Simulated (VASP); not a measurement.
# Re: single point with revPBE

Crystal: Re.

```xyz
2
Lattice="2.8149 0.0000 0.0000 -1.4075 2.4378 0.0000 0.0000 0.0000 4.5456" Properties=species:S:1:pos:R:3 pbc="T T T"
Re    1.4075    0.8126    3.4092
Re    0.0000    1.6252    1.1364
```

```
Program                : VASP 6.6.1
Task                   : single point
Functional             : revPBE
Potentials or basis    : VASP PAW PBE potentials, release 64 (Re)
Cutoff                 : 520 eV
k mesh                 : 11 × 11 × 6
Occupations            : fermi-dirac, width 0.05 eV
Spin                   : no spin polarisation
Dipole correction      : no
Further INCAR settings : ALGO = Normal; EDIFF = 1e-06; NBANDS = 14
```

| Property | Result |
| --- | --- |
| Pressure | -12.2 GPa |
| Band gap on the k mesh | zero (bands 7 and 8 overlap by 2.74 eV) |

Stress tensor (GPa, compression positive):
```
-12.28   0.00   0.00
  0.00 -12.28   0.00
  0.00   0.00 -12.08
```

Levels at points of the mesh, in eV from the Fermi level:
```tsv
k point	band 5	band 6	band 7	band 8	band 9	band 10
(0.00, 0.00, 0.00)	-1.43	-0.67	-0.67	0.18	0.18	0.50
(0.00, 0.00, 0.50)	-1.56	-1.56	-1.56	-1.56	2.33	2.33
```

Wall time 41 s on 1 thread of Intel Xeon 8259CL, with other jobs on the host, peak memory 0.17 GiB.

Caveat: the cell stands under tension; the PAW data sets were made with another functional, which shifts forces and pressure a little; spin-orbit coupling is left out, which moves the levels of the heavy elements.
